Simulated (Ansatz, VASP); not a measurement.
## One calculation of GaAs, two programs

File INCAR:

```
  PREC = Accurate
  ENCUT = 520
  EDIFF = 1E-6
  ISMEAR = -1
  SIGMA = 0.01
  LREAL = False
  LASPH = True
  NELM = 150
  ALGO = Normal
  ISIF = 2
  LWAVE = False
  LCHARG = True
  MAGMOM = 0 0 0 0 0 0
  LORBIT = 11
  LSORBIT = True
  GGA_COMPAT = False
  LORBMOM = True
  GGA = PS
  LVHAR = True
  NBANDS = 30
```

File KPOINTS:

```
Automatic mesh
0
Gamma
  8 8 8
```

The input POSCAR:

```
GaAs
1.0
    0.0000000000      2.8149070710      2.8149070710
    2.8149070710      0.0000000000      2.8149070710
    2.8149070710      2.8149070710      0.0000000000
Ga As
1 1
Direct
    0.0000000000      0.0000000000      0.0000000000
    0.7500000000      0.7500000000      0.7500000000
```

Input for Ansatz:

```yaml
crystal:
  lattice:
    - [0.0, 2.81490707095, 2.81490707095]
    - [2.81490707095, 0.0, 2.81490707095]
    - [2.81490707095, 2.81490707095, 0.0]
  atoms:
    - { symbol: Ga, position: [0.0, 0.0, 0.0] }
    - { symbol: As, position: [0.75, 0.75, 0.75] }
kpoints:
  mp_grid: { grid: [8, 8, 8] }
scf:
  occupations: { method: fermi_dirac, width: 0.01 }
  convergence: { dr2_threshold: 1.0e-10 }
hamiltonian:
  xc: pbesol
  pseudopotentials: { kind: all_electron, lapw: { basis_error: 0.0005 } }
magnetization:
  noncollinear: true
  spin_orbit: true
output:
  forces: true
  stress: true
  eigenstates:
    kpoints:
      - [0.0, 0.0, 0.0]
      - [0.0, -0.5, 0.0]
      - [-0.5, 0.0, 0.0]
      - [0.0, 0.0, -0.5]
      - [-0.5, -0.5, -0.5]
      - [0.5, 0.5, 0.0]
      - [0.5, 0.0, 0.5]
      - [0.0, 0.5, 0.5]
  eigenvalues: true
```

Alike in both runs: task single point; functional PBEsol; k mesh 8 × 8 × 8; occupations fermi-dirac, width 0.01 eV; non-collinear spin, spin-orbit coupling.

|  | VASP | Ansatz |
| --- | --- | --- |
| version | VASP 6.6.1 | Ansatz 0.2.0 |
| potentials or method | VASP PAW PBE potentials, release 64 (Ga_d, As), cutoff 520 eV | all-electron LAPW |

Ansatz gave:

- pressure (GPa): 1.1
- net moment per atom (μB): 0.00

Problem. Which values does VASP return?

Solution. Pressure (GPa): 1.3; net moment per atom (μB): 0.00.

VASP's potentials were made for PBE, not for PBEsol. Ansatz ran all-electron here, and VASP with PAW potentials.
